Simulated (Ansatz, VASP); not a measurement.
# One calculation of TiO2, two programs

```
O Ti
1.0
     2.93899    0.00000    0.00000
     0.00000    4.59125    0.00000
     0.00000    0.00000   28.27386
O Ti
12 6
Cartesian
  1.4695 0.6528 7.4359
  1.4695 3.5615 9.2053
  0.0000 1.3604 9.7944
  0.0000 3.2128 11.5541
  1.4695 0.9064 12.0934
  1.4695 3.6922 13.8757
  0.0000 1.3965 14.3981
  0.0000 3.2020 16.1805
  1.4695 0.9171 16.7198
  1.4695 3.6560 18.4795
  0.0000 1.2658 19.0685
  0.0000 2.9484 20.8379
  0.0000 0.1632 8.4171
  1.4695 2.4152 10.6541
  0.0000 0.1050 13.0016
  1.4695 2.4006 15.2722
  0.0000 0.1196 17.6198
  1.4695 2.4588 19.8568
```

Alike in both runs: functional PBEsol; k mesh 9 × 6 × 1; occupations gaussian, width 0.05 eV; no spin polarisation.

Ansatz relaxed the structure, and its values are those at the end. VASP's run is a single point on that final structure, the one shown.

```csv
,VASP,Ansatz
version,VASP 6.6.1,Ansatz 0.2.0
potentials or method,"VASP PAW PBE potentials, release 64 (O, Ti_sv), cutoff 520 eV","scalar-relativistic, plane waves, PAW"
valence electrons in the cell,144,144
```

```csv
,VASP,Ansatz,Ansatz less VASP
gap on the k mesh at the Fermi level (eV),2.18,2.20,+0.028
least direct gap on the mesh (eV),2.18,2.20,+0.028
rms of the force components (eV/Å),0.035,0.006,-0.0289
```

VASP's potentials were made for PBE, not for PBEsol. With one functional, cell and mesh, what is left measures potentials, basis and numerics. Ansatz's warnings: xc potential rough in thin density.
